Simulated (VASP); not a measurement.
# La (Fm-3m) in VASP: further runs

The runs below take La through single point, with LDA.

Everything below comes from runs of VASP 6.6.1. Logs are shortened: lines on timing, memory, paths and dates and some standing lists are left out, and cuts for length are marked.

### 1 The cell of the first run

The structure is cubic, space group Fm-3m (No. 225). The conventional cell has a = 4.971 Å, b = 4.971 Å, c = 4.971 Å, α = 90.00°, β = 90.00°, γ = 90.00°. Within 4.6 Å of La (site symmetry m-3m) lie 12 La at 3.51 Å.

### 2 Single point, LDA (volume scaled by 0.96)

Contents of INCAR:

```
SYSTEM = La
ALGO = Normal
EDIFF = 1E-6
ENCUT = 520
GGA = CA
ISIF = 2
ISMEAR = -1
LASPH = .TRUE.
LCHARG = .TRUE.
LELF = .TRUE.
LREAL = .FALSE.
LVHAR = .TRUE.
LWAVE = .FALSE.
NBANDS = 12
NELM = 100
PREC = Accurate
SIGMA = 0.1
```

Contents of KPOINTS:

```
k-points
0
G
  12 12 12
  0 0 0
```

Contents of POSCAR:

```
La
1.0
    0.0000000000      2.4853377465      2.4853377465
    2.4853377465      0.0000000000      2.4853377465
    2.4853377465      2.4853377465      0.0000000000
La
1
Direct
    0.0000000000      0.0000000000      0.0000000000
```

Potentials or basis: VASP PAW LDA potentials, release 64 (La).

Command:

```console
> cat potpaw_LDA.64/La/POTCAR > POTCAR
> mpirun -np 1 vasp_std > vasp.out
```

OUTCAR:

```text
SYSTEM = La
   EDIFF = 1E-6
   ENCUT = 520
   GGA = CA
   ISIF = 2
   ISMEAR = -1
   LASPH = .TRUE.
   LREAL = .FALSE.
   NELM = 100
   PREC = Accurate

 ion  position               nearest neighbor table
   1  0.000  0.000  0.000-

  LATTYP: Found a face centered cubic cell.
 ALAT       =     4.9706754930

  Lattice vectors:

 A1 = (   0.0000000000,   2.4853377465,   2.4853377465)
 A2 = (   2.4853377465,   0.0000000000,   2.4853377465)
 A3 = (   2.4853377465,   2.4853377465,   0.0000000000)

Analysis of symmetry for initial positions (statically):
=====================================================================
 Subroutine PRICEL returns:
 Original cell was already a primitive cell.

 Routine SETGRP: Setting up the symmetry group for a
 face centered cubic supercell.

 Subroutine GETGRP returns: Found 48 space group operations
 (whereof 48 operations were pure point group operations)
 out of a pool of 48 trial point group operations.

The static configuration has the point symmetry O_h .

Analysis of symmetry for dynamics (positions and initial velocities):
=====================================================================
 Subroutine PRICEL returns:
 Original cell was already a primitive cell.

 Routine SETGRP: Setting up the symmetry group for a
 face centered cubic supercell.

 Subroutine GETGRP returns: Found 48 space group operations
 (whereof 48 operations were pure point group operations)
 out of a pool of 48 trial point group operations.

The dynamic configuration has the point symmetry O_h .

 Subroutine INISYM returns: Found 48 space group operations
 (whereof 48 operations are pure point group operations),
 and found     1 'primitive' translations

----------------------------------------------------------------------------------------

                                     Primitive cell

  volume of cell :      30.7034

  direct lattice vectors                    reciprocal lattice vectors
     0.000000000  2.485337746  2.485337746    -0.201179900  0.201179900  0.201179900
     2.485337746  0.000000000  2.485337746     0.201179900 -0.201179900  0.201179900
     2.485337746  2.485337746  0.000000000     0.201179900  0.201179900 -0.201179900

  length of vectors
     3.514798348  3.514798348  3.514798348     0.348453809  0.348453809  0.348453809

  position of ions in fractional coordinates (direct lattice)
     0.000000000  0.000000000  0.000000000

  ion indices of the primitive-cell ions
   primitive index   ion index
                 1           1

----------------------------------------------------------------------------------------

 KPOINTS: k-points

Automatic generation of k-mesh.
 Grid dimensions read from file:
 generate k-points for:   12   12   12

 Generating k-lattice:

  Cartesian coordinates                     Fractional coordinates (reciprocal lattice)
    -0.016764992  0.016764992  0.016764992     0.083333333  0.000000000  0.000000000
     0.016764992 -0.016764992  0.016764992     0.000000000  0.083333333  0.000000000
     0.016764992  0.016764992 -0.016764992     0.000000000  0.000000000  0.083333333

  Length of vectors
     0.029037817  0.029037817  0.029037817

  Shift w.r.t. Gamma in fractional coordinates (k-lattice)
     0.000000000  0.000000000  0.000000000

 Subroutine IBZKPT returns following result:
 ===========================================

 Found     72 irreducible k-points:

 Following reciprocal coordinates:
            Coordinates               Weight
  0.000000  0.000000  0.000000      1.000000
  0.083333  0.000000  0.000000      8.000000
  0.166667  0.000000  0.000000      8.000000
  0.250000  0.000000  0.000000      8.000000
  0.333333  0.000000  0.000000      8.000000
  0.416667  0.000000  0.000000      8.000000
[... 16 lines left out ...]
  0.500000  0.166667  0.000000     24.000000
 -0.416667  0.166667  0.000000     24.000000
 [... further k-points ...]
   k-points           NKPTS =     72   k-points in BZ     NKDIM =     72   number of bands    NBANDS=     12
   number of dos      NEDOS =    301   number of ions     NIONS =      1
   total plane-waves  NPLWV =  21952
   dimension x,y,z NGX =    28 NGY =   28 NGZ =   28
   dimension x,y,z NGXF=    56 NGYF=   56 NGZF=   56
   ions per type =               1
   NGX,Y,Z   is equivalent  to a cutoff of  13.24, 13.24, 13.24 a.u.
   NGXF,Y,Z  is equivalent  to a cutoff of  26.49, 26.49, 26.49 a.u.
 SYSTEM =  La
   PREC   = accura    normal or accurate (medium, high low for compatibility)
   ISTART =      0    job   : 0-new  1-cont  2-samecut
   ICHARG =      2    charge: 1-file 2-atom 10-const
   ISPIN  =      1    spin polarized calculation?
   LNONCOLLINEAR =      F non collinear calculations
   LSORBIT =      F    spin-orbit coupling
   LASPH  =      T    aspherical Exc in radial PAW
   ENCUT  =  520.0 eV  38.22 Ry    6.18 a.u.   6.54  6.54  6.54*2*pi/ulx,y,z
   NELM   =    100;   NELMIN=  2; NELMDL= -5     # of ELM steps
   EDIFF  = 0.1E-05   stopping-criterion for ELM
   LREAL  =      F    real-space projection
   EDIFFG = 0.1E-04   stopping-criterion for IOM
   NSW    =      0    number of steps for IOM
   IBRION =     -1    ionic relax: 0-MD 1-quasi-New 2-CG
   NFREE  =      0    steps in history (QN), initial steepest desc. (CG)
   ISIF   =      2    stress and relaxation
   ISYM   =      2    0-nonsym 1-usesym 2-fastsym
   POTIM  = 0.5000    time-step for ionic-motion
   TEBEG  =    0.0;   TEEND  =   0.0 temperature during run
   PSTRESS=    0.0 pullay stress
   NELECT =      11.0000    total number of electrons
   NUPDOWN=      -1.0000    fix difference up-down
   EMIN   =  10.00;   EMAX   =-10.00  energy-range for DOS
   EFERMI =   0.00;   METHOD = LEGACY
   ISMEAR =    -1;   SIGMA  =   0.10  broadening in eV -4-tet -1-fermi 0-gaus
   EFERMI_NEDOS =   21; number of points for ismear=-14 and -15
   IALGO  =     38    algorithm
   IMIX   =      4    mixing-type and parameters
     AMIX     =   0.40;   BMIX     =  1.00
     AMIX_MAG =   1.60;   BMIX_MAG =  1.00
  volume/ion in A,a.u.               =      30.70       207.20
  Fermi-wavevector in a.u.,A,eV,Ry     =   1.162725  2.197231 18.394114  1.351929
  Thomas-Fermi vector in A             =   2.299283
   LORBIT       =      0    0 simple, 1 ext, 2 COOP (PROOUT), +10 PAW based schemes
   GGA     = CA    functional components
   LHFCALC =     F    Hartree Fock is set to
   AEXX    =    0.0000 exact exchange contribution
   IVDW    =     0    specifies the selected vdW correction
   LEPSILON=     F    determine dielectric tensor
   LRPA    =     F    only Hartree local field effects (RPA)
 non-spin polarized calculation
  energy-cutoff  :      520.00
  volume of cell :       30.70
 maximum number of plane-waves:       869
 NGX is ok and might be reduce to    28
   NGX = 13   NGY = 13   NGZ = 13

 number of electron      11.0000000 magnetization

 Free energy of the ion-electron system (eV)
  ---------------------------------------------------
  ext. energy  EPLUGINS =         0.00000000
  ---------------------------------------------------
  free energy    TOTEN  =        -5.60995789 eV

  energy without entropy =       -5.55589070  energy(sigma->0) =       -5.58292430

 E-fermi :   9.6128     XC(G=0): -10.5606

 val. band max:        9.5671923673   @ k =  -0.3333   0.3333   0.1667
 cond. band min:       9.6177860298   @ k =   0.2500   0.1667   0.0833
 fundamental gap:      0.0505936625
 Fermi energy:         9.6127843401

 k-point     1 :       0.0000    0.0000    0.0000
  band No.  band energies     occupation
      1     -22.9492      2.00000
      2      -5.4155      2.00000
      3      -5.4155      2.00000
      4      -5.4155      2.00000
      5       6.7043      2.00000
      6      10.8936      0.00001
      7      11.2545      0.00000
      8      11.2545      0.00000
      9      11.2545      0.00000
     10      11.5991      0.00000
     11      11.5991      0.00000
     12      11.5991      0.00000

 k-point     2 :       0.0833    0.0000    0.0000
  band No.  band energies     occupation
      1     -22.9233      2.00000
      2      -5.6056      2.00000
      3      -5.4366      2.00000
      4      -5.4366      2.00000
      5       6.9760      2.00000
      6      10.4766      0.00035
      7      11.2803      0.00000
      8      11.2803      0.00000
      9      11.5010      0.00000
     10      11.6011      0.00000
     11      11.6011      0.00000
     12      11.7005      0.00000

 k-point     3 :       0.1667    0.0000    0.0000
  band No.  band energies     occupation
      1     -22.8513      2.00000
      2      -6.0944      2.00000
      3      -5.4935      2.00000
      4      -5.4935      2.00000
      5       7.6040      2.00000
      6      10.1176      0.01276
      7      11.3049      0.00000
      8      11.3049      0.00000
      9      11.4174      0.00000
     10      11.6106      0.00000
     11      11.6106      0.00000
     12      12.0869      0.00000
[... 286 lines left out ...]
 k-point    23 :       0.5000    0.1667    0.0000
  band No.  band energies     occupation
      1     -22.5052      2.00000
      2      -7.5692      2.00000
      3      -6.1174      2.00000
      4      -5.8616      2.00000
      5       8.4190      1.99999
      6       9.7167      0.52265
      7      11.2098      0.00000
      8      11.3938      0.00000
      9      11.6998      0.00000
     10      11.7840      0.00000
     11      12.0073      0.00000
     12      12.2502      0.00000

 k-point    24 :      -0.4167    0.1667    0.0000
  band No.  band energies     occupation
      1     -22.4977      2.00000
      2      -7.5912      2.00000
      3      -6.2000      2.00000
      4      -5.8082      2.00000
      5       8.5291      1.99996
      6       9.6908      0.62841
      7      11.3100      0.00000
      8      11.5648      0.00000
      9      11.6504      0.00000
     10      11.6829      0.00000
     11      12.0181      0.00000
     12      12.2756      0.00000

 [... further k-points ...]

------------------------ aborting loop because EDIFF is reached ----------------------------------------

  FORCE on cell =-STRESS in cart. coord.  units (eV):
  Direction    XX          YY          ZZ          XY          YZ          ZX
  --------------------------------------------------------------------------------------
  -------------------------------------------------------------------------------------
  Total        0.2672063      0.2672063      0.2672063      0.0000000     -0.0000000     -0.0000000
  in kB       13.9434751     13.9434751     13.9434751      0.0000000     -0.0000000     -0.0000000
  external PRESSURE =      13.9434751 kB  Pullay stress =       0.0000000 kB

 VOLUME and BASIS-vectors are now :
 -----------------------------------------------------------------------------
  energy-cutoff  :      520.00
  volume of cell :       30.70
      direct lattice vectors                 reciprocal lattice vectors
     0.000000000  2.485337746  2.485337746    -0.201179900  0.201179900  0.201179900
     2.485337746  0.000000000  2.485337746     0.201179900 -0.201179900  0.201179900
     2.485337746  2.485337746  0.000000000     0.201179900  0.201179900 -0.201179900

 POSITION                                       TOTAL-FORCE (eV/Angst)
 -----------------------------------------------------------------------------------
      0.00000      0.00000      0.00000        -0.000000     -0.000000      0.000000
 -----------------------------------------------------------------------------------
    total drift:                                0.000000      0.000000     -0.000000

  FREE ENERGIE OF THE ION-ELECTRON SYSTEM (eV)
  ---------------------------------------------------
  free  energy   TOTEN  =        -5.6099578926 eV

  energy  without entropy=       -5.5558907014  energy(sigma->0) =       -5.58292430
```

Run time: 38 s. Hardware: 1 thread of Intel Xeon Platinum 8175M at 2.50GHz (Skylake/Cascade Lake), shared host; peak memory 0.17 GiB.

Results:

```yaml
Free_energy: -5.6100 eV
Pressure: 1.4 GPa
```

Levels at points of the mesh, in eV from the Fermi level:
| k point | band 2 | band 3 | band 4 | band 5 | band 6 | band 7 | band 8 | band 9 |
| --- | --- | --- | --- | --- | --- | --- | --- | --- |
| (0.00, 0.00, 0.00) | -15.03 | -15.03 | -15.03 | -2.91 | 1.28 | 1.64 | 1.64 | 1.64 |
| (0.50, 0.00, 0.00) | -17.40 | -15.33 | -15.33 | -1.89 | 1.33 | 1.36 | 1.36 | 2.05 |
| (0.50, 0.50, 0.00) | -17.23 | -15.88 | -15.88 | -2.48 | -1.86 | 2.13 | 2.18 | 2.18 |

Caveat: the cell differs from its parent crystal (volume scaled by 0.96); spin-orbit coupling is left out, which moves the levels of the heavy elements.

### 3 Single point, LDA

This run uses another cell than the first one, of 31.98 Å³/atom, 1.042 times its volume.

Contents of INCAR:

```
PREC     = Accurate       # precision mode
ENCUT    = 520            # plane-wave cutoff, eV
EDIFF    = 1E-7           # SCF threshold, eV
ISMEAR   = -1             # smearing method
SIGMA    = 0.1            # smearing width, eV
LREAL    = F              # projectors in reciprocal space
LASPH    = T              # aspherical terms in the spheres
NELM     = 100            # most SCF steps
ALGO     = Normal         # electronic algorithm
ISIF     = 2              # what is computed and relaxed
LWAVE    = F              # write WAVECAR
LCHARG   = F              # write CHGCAR
NBANDS   = 12             # bands
```

Contents of KPOINTS:

```
regular mesh
0
Gamma
  12 12 12
```

Contents of POSCAR:

```
La
1.0
    0.0000000000      2.5193877003      2.5193877003
    2.5193877003      0.0000000000      2.5193877003
    2.5193877003      2.5193877003      0.0000000000
La
1
Direct
    0.0000000000      0.0000000000      0.0000000000
```

Potentials or basis: VASP PAW LDA potentials, release 64 (La).

Command:

```console
> cat potpaw_LDA.64/La/POTCAR > POTCAR
> mpirun -np 1 vasp_std > vasp.out
```

OUTCAR:

```text
PREC = Accurate
   ENCUT = 520
   EDIFF = 1E-7
   ISMEAR = -1
   LREAL = F
   LASPH = T
   NELM = 100
   ISIF = 2

 ion  position               nearest neighbor table
   1  0.000  0.000  0.000-

  LATTYP: Found a face centered cubic cell.
 ALAT       =     5.0387754006

  Lattice vectors:

 A1 = (   0.0000000000,   2.5193877003,   2.5193877003)
 A2 = (   2.5193877003,   0.0000000000,   2.5193877003)
 A3 = (   2.5193877003,   2.5193877003,   0.0000000000)

Analysis of symmetry for initial positions (statically):
=====================================================================
 Subroutine PRICEL returns:
 Original cell was already a primitive cell.

 Routine SETGRP: Setting up the symmetry group for a
 face centered cubic supercell.

 Subroutine GETGRP returns: Found 48 space group operations
 (whereof 48 operations were pure point group operations)
 out of a pool of 48 trial point group operations.

The static configuration has the point symmetry O_h .

Analysis of symmetry for dynamics (positions and initial velocities):
=====================================================================
[... 166 lines left out ...]
      3      -6.0198      2.00000
      4      -6.0198      2.00000
      5       6.1659      2.00000
      6      10.4309      0.00001
      7      10.7745      0.00000
      8      10.7745      0.00000
      9      10.7745      0.00000
     10      11.0776      0.00000
     11      11.0776      0.00000
     12      11.0776      0.00000
[... 331 lines left out ...]
 k-point    24 :      -0.4167    0.1667    0.0000
  band No.  band energies     occupation
      1     -23.0282      2.00000
      2      -7.9719      2.00000
      3      -6.7199      2.00000
      4      -6.3722      2.00000
      5       8.0839      1.99996
      6       9.2667      0.53035
      7      10.8190      0.00000
      8      11.0348      0.00000
      9      11.1133      0.00000
     10      11.1203      0.00000
     11      11.4656      0.00000
     12      11.6941      0.00000

 [... further k-points ...]

------------------------ aborting loop because EDIFF is reached ----------------------------------------

  FORCE on cell =-STRESS in cart. coord.  units (eV):
  Direction    XX          YY          ZZ          XY          YZ          ZX
  --------------------------------------------------------------------------------------
  -------------------------------------------------------------------------------------
  Total        0.0112214      0.0112214      0.0112214      0.0000000     -0.0000000      0.0000000
  in kB        0.5621384      0.5621384      0.5621384      0.0000000     -0.0000000      0.0000000
  external PRESSURE =       0.5621384 kB  Pullay stress =       0.0000000 kB

 VOLUME and BASIS-vectors are now :
 -----------------------------------------------------------------------------
  energy-cutoff  :      520.00
  volume of cell :       31.98
      direct lattice vectors                 reciprocal lattice vectors
     0.000000000  2.519387700  2.519387700    -0.198460920  0.198460920  0.198460920
     2.519387700  0.000000000  2.519387700     0.198460920 -0.198460920  0.198460920
     2.519387700  2.519387700  0.000000000     0.198460920  0.198460920 -0.198460920

 POSITION                                       TOTAL-FORCE (eV/Angst)
 -----------------------------------------------------------------------------------
      0.00000      0.00000      0.00000        -0.000000      0.000000     -0.000000
 -----------------------------------------------------------------------------------
    total drift:                                0.000000      0.000000      0.000000

  FREE ENERGIE OF THE ION-ELECTRON SYSTEM (eV)
  ---------------------------------------------------
  free  energy   TOTEN  =        -5.6157969212 eV

  energy  without entropy=       -5.5618147344  energy(sigma->0) =       -5.58880583
```

OSZICAR:

```text
N       E                     dE             d eps       ncg     rms          rms(c)
DAV:   1     0.887545481262E+02    0.88755E+02   -0.38238E+03  1768   0.122E+03
DAV:   2     0.211329970791E+00   -0.88543E+02   -0.84604E+02  2160   0.183E+02
DAV:   3    -0.538815548872E+01   -0.55995E+01   -0.52782E+01  2428   0.728E+01
DAV:   4    -0.564586729245E+01   -0.25771E+00   -0.25235E+00  3232   0.108E+01
DAV:   5    -0.565895339829E+01   -0.13086E-01   -0.13046E-01  3104   0.215E+00    0.267E+00
DAV:   6    -0.563206197075E+01    0.26891E-01   -0.99493E-03  3264   0.695E-01    0.155E+00
DAV:   7    -0.561597568358E+01    0.16086E-01   -0.70403E-03  3216   0.480E-01    0.116E-01
DAV:   8    -0.561577616531E+01    0.19952E-03   -0.32496E-04  3184   0.133E-01    0.205E-02
DAV:   9    -0.561578736559E+01   -0.11200E-04   -0.15090E-05  3324   0.187E-02    0.163E-02
DAV:  10    -0.561579690549E+01   -0.95399E-05   -0.66439E-06  3228   0.192E-02    0.513E-03
DAV:  11    -0.561579692119E+01   -0.15702E-07   -0.66856E-07  3276   0.677E-03
   1 F= -.56157969E+01 E0= -.55888058E+01  d E =-.539822E-01
```

stdout:

```text
POSCAR found type information on POSCAR La
 POSCAR found :  1 types and       1 ions
 scaLAPACK will be used
 LDA part: xc-table for (Slater(with rela. corr.)+CA(PZ))
 , standard interpolation
 POSCAR, INCAR and KPOINTS ok, starting setup
 FFT: planning ... GRIDC
 FFT: planning ... GRID_SOFT
 FFT: planning ... GRID
 WAVECAR not read
 entering main loop
```

It took 37 s on 1 thread of Intel Xeon Platinum 8175M at 2.50GHz (Skylake/Cascade Lake), shared host; peak memory 0.17 GiB.

Results:

```yaml
Free_energy: -5.6158 eV
Pressure: 0.1 GPa
```

Levels at points of the mesh, in eV from the Fermi level:
```csv
k point,band 3,band 4,band 5,band 6,band 7,band 8
"(0.00, 0.00, 0.00)",-15.18,-15.18,-3.00,1.27,1.61,1.61
"(0.50, 0.00, 0.00)",-15.46,-15.46,-1.85,1.31,1.35,1.35
"(0.50, 0.50, 0.00)",-15.95,-15.95,-2.36,-1.75,2.05,2.08
```

Caveat: spin-orbit coupling is left out, which moves the levels of the heavy elements.

(Part 1 of 2 ends here.)
